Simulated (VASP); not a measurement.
# CuO (P4/mmm) in VASP: notebook, part 2 of 2

VASP 6.6.1.

## 3. Single point, PBE

This run uses another cell than the first one, of 9.58 Å³/atom.

Contents of INCAR:

```
SYSTEM = CuO
PREC     = Accurate       ! precision mode
ENCUT    = 520            ! plane-wave cutoff, eV
EDIFF    = 1E-6           ! SCF threshold, eV
ISMEAR   = -1             ! smearing method
SIGMA    = 0.05           ! smearing width, eV
LREAL    = .FALSE.        ! projectors in reciprocal space
LASPH    = .TRUE.         ! aspherical terms in the spheres
NELM     = 60             ! most SCF steps
ALGO     = Normal         ! electronic algorithm
ISIF     = 2              ! what is computed and relaxed
LWAVE    = .FALSE.        ! write WAVECAR
LCHARG   = .FALSE.        ! write CHGCAR
GGA      = PE             ! functional
NBANDS   = 34             ! bands
```

Contents of KPOINTS:

```
regular mesh
0
G
  7 7 7
  0 0 0
```

Contents of POSCAR:

```
CuO
1.0
    3.8617441552      0.0000000000      0.0000000000
    0.0000000000      3.8617441552      0.0000000000
    0.0000000000      0.0000000000      3.8544998163
Cu O
3 3
Direct
    0.5000000000      0.0000000000      0.5000000000
    0.0000000000      0.5000000000      0.5000000000
    0.0000000000      0.0000000000      0.0000000000
    0.0000000000      0.0000000000      0.5000000000
    0.5000000000      0.0000000000      0.0000000000
    0.0000000000      0.5000000000      0.0000000000
```

Potentials or basis: VASP PAW PBE potentials, release 64 (Cu, O).

On the command line:

```
$ cat potpaw_PBE.64/Cu/POTCAR potpaw_PBE.64/O/POTCAR > POTCAR
$ mpirun -np 1 vasp_std > vasp.out
```

OUTCAR:

```text
SYSTEM = CuO
   PREC = Accurate
   ENCUT = 520
   EDIFF = 1E-6
   ISMEAR = -1
   LREAL = .FALSE.
   LASPH = .TRUE.
   NELM = 60
   ISIF = 2
   GGA = PE

 ion  position               nearest neighbor table
   1  0.500  0.000  0.500-   5 1.93   5 1.93   4 1.93   4 1.93   3 2.73   3 2.73   3 2.73   3 2.73
                             2 2.73   2 2.73   2 2.73   2 2.73
   2  0.000  0.500  0.500-   6 1.93   6 1.93   4 1.93   4 1.93   3 2.73   3 2.73   3 2.73   3 2.73
                             1 2.73   1 2.73   1 2.73   1 2.73
   3  0.000  0.000  0.000-   4 1.93   4 1.93   6 1.93   5 1.93   6 1.93   5 1.93   2 2.73   2 2.73
                             2 2.73   1 2.73   2 2.73   1 2.73   1 2.73   1 2.73
   4  0.000  0.000  0.500-   3 1.93   3 1.93   1 1.93   2 1.93   2 1.93   1 1.93
   5  0.500  0.000  0.000-   1 1.93   1 1.93   3 1.93   3 1.93
   6  0.000  0.500  0.000-   2 1.93   2 1.93   3 1.93   3 1.93

  LATTYP: Found a simple tetragonal cell.
 ALAT       =     3.8617441552
 C/A-ratio  =     0.9981240759

  Lattice vectors:

 A1 = (   3.8617441552,   0.0000000000,   0.0000000000)
 A2 = (   0.0000000000,   3.8617441552,   0.0000000000)
 A3 = (   0.0000000000,   0.0000000000,   3.8544998163)

Analysis of symmetry for initial positions (statically):
=====================================================================
 Subroutine PRICEL returns:
 Original cell was already a primitive cell.

 Routine SETGRP: Setting up the symmetry group for a
 simple tetragonal supercell.

 Subroutine GETGRP returns: Found 16 space group operations
 (whereof 16 operations were pure point group operations)
 out of a pool of 16 trial point group operations.

The static configuration has the point symmetry D_4h.

Analysis of symmetry for dynamics (positions and initial velocities):
=====================================================================
 Subroutine PRICEL returns:
 Original cell was already a primitive cell.

 Routine SETGRP: Setting up the symmetry group for a
 simple tetragonal supercell.

 Subroutine GETGRP returns: Found 16 space group operations
 (whereof 16 operations were pure point group operations)
 out of a pool of 16 trial point group operations.

The dynamic configuration has the point symmetry D_4h.

 Subroutine INISYM returns: Found 16 space group operations
 (whereof 16 operations are pure point group operations),
 and found     1 'primitive' translations

----------------------------------------------------------------------------------------

                                     Primitive cell

  volume of cell :      57.4824

  direct lattice vectors                    reciprocal lattice vectors
     3.861744155  0.000000000  0.000000000     0.258950350  0.000000000  0.000000000
     0.000000000  3.861744155  0.000000000     0.000000000  0.258950350  0.000000000
     0.000000000  0.000000000  3.854499816     0.000000000  0.000000000  0.259437034

  length of vectors
     3.861744155  3.861744155  3.854499816     0.258950350  0.258950350  0.259437034

  position of ions in fractional coordinates (direct lattice)
     0.500000000  0.000000000  0.500000000
     0.000000000  0.500000000  0.500000000
[... 38 lines left out ...]
 Found     40 irreducible k-points:

 Following reciprocal coordinates:
            Coordinates               Weight
  0.000000  0.000000  0.000000      1.000000
  0.142857  0.000000  0.000000      4.000000
  0.285714  0.000000  0.000000      4.000000
  0.428571  0.000000  0.000000      4.000000
  0.142857  0.142857  0.000000      4.000000
  0.285714  0.142857  0.000000      8.000000
[... 16 lines left out ...]
  0.285714  0.000000  0.285714      8.000000
  0.428571  0.000000  0.285714      8.000000
 [... further k-points ...]
   k-points           NKPTS =     40   k-points in BZ     NKDIM =     40   number of bands    NBANDS=     34
   number of dos      NEDOS =    301   number of ions     NIONS =      6
   total plane-waves  NPLWV =  27000
   dimension x,y,z NGX =    30 NGY =   30 NGZ =   30
   dimension x,y,z NGXF=    60 NGYF=   60 NGZF=   60
   ions per type =               3   3
   NGX,Y,Z   is equivalent  to a cutoff of  12.91, 12.91, 12.94 a.u.
   NGXF,Y,Z  is equivalent  to a cutoff of  25.83, 25.83, 25.88 a.u.
 SYSTEM =  CuO
   PREC   = accura    normal or accurate (medium, high low for compatibility)
   ISTART =      0    job   : 0-new  1-cont  2-samecut
   ICHARG =      2    charge: 1-file 2-atom 10-const
   ISPIN  =      1    spin polarized calculation?
   LNONCOLLINEAR =      F non collinear calculations
   LSORBIT =      F    spin-orbit coupling
   LASPH  =      T    aspherical Exc in radial PAW
   ENCUT  =  520.0 eV  38.22 Ry    6.18 a.u.   7.18  7.18  7.17*2*pi/ulx,y,z
   NELM   =     60;   NELMIN=  2; NELMDL= -5     # of ELM steps
   EDIFF  = 0.1E-05   stopping-criterion for ELM
   LREAL  =      F    real-space projection
   EDIFFG = 0.1E-04   stopping-criterion for IOM
   NSW    =      0    number of steps for IOM
   IBRION =     -1    ionic relax: 0-MD 1-quasi-New 2-CG
   NFREE  =      0    steps in history (QN), initial steepest desc. (CG)
   ISIF   =      2    stress and relaxation
   ISYM   =      2    0-nonsym 1-usesym 2-fastsym
   POTIM  = 0.5000    time-step for ionic-motion
   TEBEG  =    0.0;   TEEND  =   0.0 temperature during run
   PSTRESS=    0.0 pullay stress
   NELECT =      51.0000    total number of electrons
   NUPDOWN=      -1.0000    fix difference up-down
   EMIN   =  10.00;   EMAX   =-10.00  energy-range for DOS
   EFERMI =   0.00;   METHOD = LEGACY
   ISMEAR =    -1;   SIGMA  =   0.05  broadening in eV -4-tet -1-fermi 0-gaus
   EFERMI_NEDOS =   21; number of points for ismear=-14 and -15
   IALGO  =     38    algorithm
   IMIX   =      4    mixing-type and parameters
     AMIX     =   0.40;   BMIX     =  1.00
     AMIX_MAG =   1.60;   BMIX_MAG =  1.00
  volume/ion in A,a.u.               =       9.58        64.65
  Fermi-wavevector in a.u.,A,eV,Ry     =   1.573089  2.972707 33.669087  2.474608
  Thomas-Fermi vector in A             =   2.674425
   LORBIT       =      0    0 simple, 1 ext, 2 COOP (PROOUT), +10 PAW based schemes
   GGA     = PE    functional components
   LHFCALC =     F    Hartree Fock is set to
   AEXX    =    0.0000 exact exchange contribution
   IVDW    =     0    specifies the selected vdW correction
   LEPSILON=     F    determine dielectric tensor
   LRPA    =     F    only Hartree local field effects (RPA)
 non-spin polarized calculation
  energy-cutoff  :      520.00
  volume of cell :       57.48
 maximum number of plane-waves:      1562
 NGX is ok and might be reduce to    30
   NGX = 15   NGY = 15   NGZ = 15

 number of electron      50.9999940 magnetization

 Free energy of the ion-electron system (eV)
  ---------------------------------------------------
  ext. energy  EPLUGINS =         0.00000000
  ---------------------------------------------------
  free energy    TOTEN  =       -27.06699321 eV

  energy without entropy =      -27.04747527  energy(sigma->0) =      -27.05723424

 E-fermi :   6.0790     XC(G=0): -12.1013

 val. band max:        6.0763508774   @ k =   0.4286   0.4286   0.4286
 cond. band min:       6.1458325040   @ k =   0.1429   0.0000   0.4286
 fundamental gap:      0.0694816266
 Fermi energy:         6.0790084359

 k-point     1 :       0.0000    0.0000    0.0000
  band No.  band energies     occupation
      1     -15.1104      2.00000
      2     -12.5855      2.00000
      3     -11.8161      2.00000
      4      -1.0444      2.00000
      5      -0.7803      2.00000
      6      -0.7803      2.00000
[... 877 lines left out ...]
     33      18.1221      0.00000
     34      19.6242      0.00000

 [... further k-points ...]

------------------------ aborting loop because EDIFF is reached ----------------------------------------

  FORCE on cell =-STRESS in cart. coord.  units (eV):
  Direction    XX          YY          ZZ          XY          YZ          ZX
  --------------------------------------------------------------------------------------
  -------------------------------------------------------------------------------------
  Total       11.0702975     11.0702975     11.2159663      0.0000000      0.0000000      0.0000000
  in kB      308.5566064    308.5566064    312.6167571      0.0000000      0.0000000      0.0000000
  external PRESSURE =     309.9099899 kB  Pullay stress =       0.0000000 kB

 VOLUME and BASIS-vectors are now :
 -----------------------------------------------------------------------------
  energy-cutoff  :      520.00
  volume of cell :       57.48
      direct lattice vectors                 reciprocal lattice vectors
     3.861744155  0.000000000  0.000000000     0.258950350  0.000000000  0.000000000
     0.000000000  3.861744155  0.000000000     0.000000000  0.258950350  0.000000000
     0.000000000  0.000000000  3.854499816     0.000000000  0.000000000  0.259437034

 POSITION                                       TOTAL-FORCE (eV/Angst)
 -----------------------------------------------------------------------------------
      1.93087      0.00000      1.92725         0.000000      0.000000      0.000000
      0.00000      1.93087      1.92725         0.000000      0.000000      0.000000
      0.00000      0.00000      0.00000         0.000000      0.000000      0.000000
      0.00000      0.00000      1.92725         0.000000      0.000000      0.000000
      1.93087      0.00000      0.00000         0.000000      0.000000      0.000000
      0.00000      1.93087      0.00000         0.000000      0.000000      0.000000
 -----------------------------------------------------------------------------------
    total drift:                                0.000000      0.000000     -0.000000

  FREE ENERGIE OF THE ION-ELECTRON SYSTEM (eV)
  ---------------------------------------------------
  free  energy   TOTEN  =       -27.0669932122 eV

  energy  without entropy=      -27.0474752665  energy(sigma->0) =      -27.05723424
```

Run time: 3 min. Hardware: 1 thread of Intel Xeon 8259CL, shared host; peak memory 0.2 GiB.

Results:

```
Free energy            : -27.0670 eV
Pressure               : 31.0 GPa
Band gap on the k mesh : zero (an odd number of electrons rules out a gap without spin polarisation)
```

Levels at points of the mesh, in eV from the Fermi level:
```tsv
k point	band 23	band 24	band 25	band 26	band 27	band 28	band 29	band 30
(0.00, 0.00, 0.00)	-1.81	-1.68	-1.64	-1.64	-1.44	1.48	7.20	8.87
```

Caveat: the cell stands under pressure; an odd number of electrons without spin polarisation forces a metal; a magnetic or distorted state may lie lower; semilocal functionals often make such compounds metallic where correlation or magnetic order opens a gap, which also shifts bond lengths. With open d or f shells a metallic result of PBE can be an artefact of self-interaction; +U or a hybrid may open a gap.

## 4. Single point, PBE

This run uses another cell than the first one, of 10.00 Å³/atom.

Contents of INCAR:

```
PREC     = Accurate       # precision mode
ENCUT    = 520            # plane-wave cutoff, eV
EDIFF    = 1E-6           # SCF threshold, eV
ISMEAR   = -1             # smearing method
SIGMA    = 0.05           # smearing width, eV
LREAL    = False          # projectors in reciprocal space
LASPH    = True           # aspherical terms in the spheres
NELM     = 60             # most SCF steps
ALGO     = Normal         # electronic algorithm
ISIF     = 2              # what is computed and relaxed
LWAVE    = False          # write WAVECAR
LCHARG   = False          # write CHGCAR
GGA      = PE             # functional
NBANDS   = 34             # bands
```

Contents of KPOINTS:

```
regular mesh
0
Gamma
  7 7 7
```

POSCAR, as its differences from that of step 3:

```diff
@@ -2,5 +2,5 @@
 1.0
-    3.8617441552      0.0000000000      0.0000000000
-    0.0000000000      3.8617441552      0.0000000000
-    0.0000000000      0.0000000000      3.8544998163
+    3.9374963158      0.0000000000      0.0000000000
+    0.0000000000      3.9374963158      0.0000000000
+    0.0000000000      0.0000000000      3.8706058693
 Cu O
```

Potentials or basis: VASP PAW PBE potentials, release 64 (Cu, O).

On the command line:

```
$ cat potpaw_PBE.64/Cu/POTCAR potpaw_PBE.64/O/POTCAR > POTCAR
$ mpirun -np 1 vasp_std > vasp.out
```

OUTCAR:

```text
PREC = Accurate
   ENCUT = 520
   EDIFF = 1E-6
   ISMEAR = -1
   LREAL = False
   LASPH = True
   NELM = 60
   ISIF = 2
   GGA = PE

 ion  position               nearest neighbor table
   1  0.500  0.000  0.500-   5 1.94   5 1.94   4 1.97   4 1.97   3 2.76   3 2.76   3 2.76   3 2.76
                             2 2.78   2 2.78   2 2.78   2 2.78
   2  0.000  0.500  0.500-   6 1.94   6 1.94   4 1.97   4 1.97   3 2.76   3 2.76   3 2.76   3 2.76
                             1 2.78   1 2.78   1 2.78   1 2.78
   3  0.000  0.000  0.000-   4 1.94   4 1.94   6 1.97   5 1.97   6 1.97   5 1.97   2 2.76   2 2.76
                             2 2.76   1 2.76   2 2.76   1 2.76   1 2.76   1 2.76
   4  0.000  0.000  0.500-   3 1.94   3 1.94   1 1.97   2 1.97   2 1.97   1 1.97
   5  0.500  0.000  0.000-   1 1.94   1 1.94   3 1.97   3 1.97
   6  0.000  0.500  0.000-   2 1.94   2 1.94   3 1.97   3 1.97

  LATTYP: Found a simple tetragonal cell.
 ALAT       =     3.9374963158
 C/A-ratio  =     0.9830119342

  Lattice vectors:

 A1 = (   3.9374963158,   0.0000000000,   0.0000000000)
 A2 = (   0.0000000000,   3.9374963158,   0.0000000000)
 A3 = (   0.0000000000,   0.0000000000,   3.8706058693)

Analysis of symmetry for initial positions (statically):
[... 188 lines left out ...]
 k-point     1 :       0.0000    0.0000    0.0000
  band No.  band energies     occupation
      1     -15.2626      2.00000
      2     -12.8699      2.00000
      3     -12.1983      2.00000
      4      -1.2511      2.00000
      5      -1.0245      2.00000
      6      -1.0245      2.00000
[... 877 lines left out ...]
     33      17.3126      0.00000
     34      18.7421      0.00000

 [... further k-points ...]

------------------------ aborting loop because EDIFF is reached ----------------------------------------

  FORCE on cell =-STRESS in cart. coord.  units (eV):
  Direction    XX          YY          ZZ          XY          YZ          ZX
  --------------------------------------------------------------------------------------
  -------------------------------------------------------------------------------------
  Total        7.7296333      7.7296333      7.9365366      0.0000000     -0.0000000      0.0000000
  in kB      206.3717272    206.3717272    211.8957935      0.0000000     -0.0000000      0.0000000
  external PRESSURE =     208.2130826 kB  Pullay stress =       0.0000000 kB

 VOLUME and BASIS-vectors are now :
 -----------------------------------------------------------------------------
  energy-cutoff  :      520.00
  volume of cell :       60.01
      direct lattice vectors                 reciprocal lattice vectors
     3.937496316  0.000000000  0.000000000     0.253968492  0.000000000  0.000000000
     0.000000000  3.937496316  0.000000000     0.000000000  0.253968492  0.000000000
     0.000000000  0.000000000  3.870605869     0.000000000  0.000000000  0.258357486

 POSITION                                       TOTAL-FORCE (eV/Angst)
 -----------------------------------------------------------------------------------
      1.96875      0.00000      1.93530         0.000000      0.000000      0.000000
      0.00000      1.96875      1.93530         0.000000      0.000000      0.000000
      0.00000      0.00000      0.00000         0.000000      0.000000      0.000000
      0.00000      0.00000      1.93530         0.000000      0.000000      0.000000
      1.96875      0.00000      0.00000         0.000000      0.000000      0.000000
      0.00000      1.96875      0.00000         0.000000      0.000000      0.000000
 -----------------------------------------------------------------------------------
    total drift:                                0.000000      0.000000     -0.000000

  FREE ENERGIE OF THE ION-ELECTRON SYSTEM (eV)
  ---------------------------------------------------
  free  energy   TOTEN  =       -27.4747546783 eV

  energy  without entropy=      -27.4523486792  energy(sigma->0) =      -27.46355168
```

OSZICAR:

```text
N       E                     dE             d eps       ncg     rms          rms(c)
DAV:   1     0.546809492911E+03    0.54681E+03   -0.23657E+04  2872   0.238E+03
DAV:   2     0.557148725004E+02   -0.49109E+03   -0.46029E+03  2754   0.483E+02
DAV:   3    -0.322715834505E+02   -0.87986E+02   -0.82994E+02  3496   0.221E+02
DAV:   4    -0.372176202488E+02   -0.49460E+01   -0.48870E+01  4000   0.568E+01
DAV:   5    -0.372706394213E+02   -0.53019E-01   -0.52938E-01  3886   0.649E+00    0.211E+01
DAV:   6    -0.321527279685E+02    0.51179E+01   -0.64934E+01  4048   0.169E+02    0.164E+01
DAV:   7    -0.277209853022E+02    0.44317E+01   -0.23423E+01  3460   0.131E+02    0.515E+00
DAV:   8    -0.277189649983E+02    0.20203E-02   -0.33743E+00  4122   0.252E+01    0.355E+00
DAV:   9    -0.276479984417E+02    0.70967E-01   -0.24802E-01  4366   0.147E+01    0.304E+00
DAV:  10    -0.274944836884E+02    0.15351E+00   -0.26957E-01  4794   0.166E+01    0.131E+00
DAV:  11    -0.274986578844E+02   -0.41742E-02   -0.14456E-01  4648   0.106E+01    0.117E+00
DAV:  12    -0.274737143696E+02    0.24944E-01   -0.47337E-02  4386   0.624E+00    0.120E-01
DAV:  13    -0.274747872270E+02   -0.10729E-02   -0.13942E-02  3468   0.985E-01    0.114E-01
DAV:  14    -0.274747930975E+02   -0.58705E-05   -0.30716E-04  3918   0.233E-01    0.546E-02
DAV:  15    -0.274747585297E+02    0.34568E-04   -0.20212E-04  5016   0.236E-01    0.217E-02
DAV:  16    -0.274747569528E+02    0.15769E-05   -0.36437E-05  3882   0.607E-02    0.139E-02
DAV:  17    -0.274747544457E+02    0.25071E-05   -0.82860E-06  3850   0.580E-02    0.188E-03
DAV:  18    -0.274747546783E+02   -0.23252E-06   -0.24441E-06  2096   0.159E-02
   1 F= -.27474755E+02 E0= -.27463552E+02  d E =-.224060E-01
```

stdout:

```text
POSCAR found type information on POSCAR CuO
 POSCAR found :  2 types and       6 ions
 scaLAPACK will be used
 LDA part: xc-table for (Slater+PW92), standard interpolation
 POSCAR, INCAR and KPOINTS ok, starting setup
 FFT: planning ... GRIDC
 FFT: planning ... GRID_SOFT
 FFT: planning ... GRID
 WAVECAR not read
 entering main loop
```

Wall time 3.2 min (1 thread of Intel Xeon 8259CL, shared host); peak memory 0.21 GiB.

What came out:

```yaml
Free_energy: -27.4748 eV
Pressure: 20.8 GPa
Band_gap_on_the_k_mesh: zero (an odd number of electrons rules out a gap without spin polarisation)
```

Levels at points of the mesh, in eV from the Fermi level:
```csv
k point,band 22,band 23,band 24,band 25,band 26,band 27,band 28,band 29,band 30,band 31
"(0.00, 0.00, 0.00)",-1.97,-1.72,-1.62,-1.56,-1.56,-1.43,1.41,6.87,8.49,9.33
```

Caveat: the cell stands under pressure; an odd number of electrons without spin polarisation forces a metal; a magnetic or distorted state may lie lower; semilocal functionals often make such compounds metallic where correlation or magnetic order opens a gap, which also shifts bond lengths. With open d or f shells a metallic result of PBE can be an artefact of self-interaction; +U or a hybrid may open a gap.

## 5. The runs side by side

| cell | k mesh | cutoff (eV) | smearing | gap on the mesh (eV) | pressure (GPa) |
| --- | --- | --- | --- | --- | --- |
| a = 4.161, b = 4.161, c = 3.888 Å, 6 atoms | 4 × 4 × 4 | 600 | fermi-dirac 0.04 eV | none | 2.5 |
| a = 3.862, b = 3.862, c = 3.854 Å, 6 atoms | 7 × 7 × 7 | 520 | fermi-dirac 0.05 eV | none | 31.0 |
| a = 3.937, b = 3.937, c = 3.871 Å, 6 atoms | 7 × 7 × 7 | 520 | fermi-dirac 0.05 eV | none | 20.8 |

Alike in all rows: task single point; level PBE; potentials or basis VASP PAW PBE potentials, release 64 (Cu, O); no spin polarisation.

Caveats: some runs use coarse meshes; an odd number of electrons without spin polarisation forces a metal; a magnetic or distorted state may lie lower; semilocal functionals often make such compounds metallic where correlation or magnetic order opens a gap, which also shifts bond lengths; the cell stands under pressure (at least some runs).

Total energies depend on the potentials used, so only differences within one code and one set of settings carry meaning.

The gap in the log of VASP goes by the Fermi energy; the results here count the filled bands.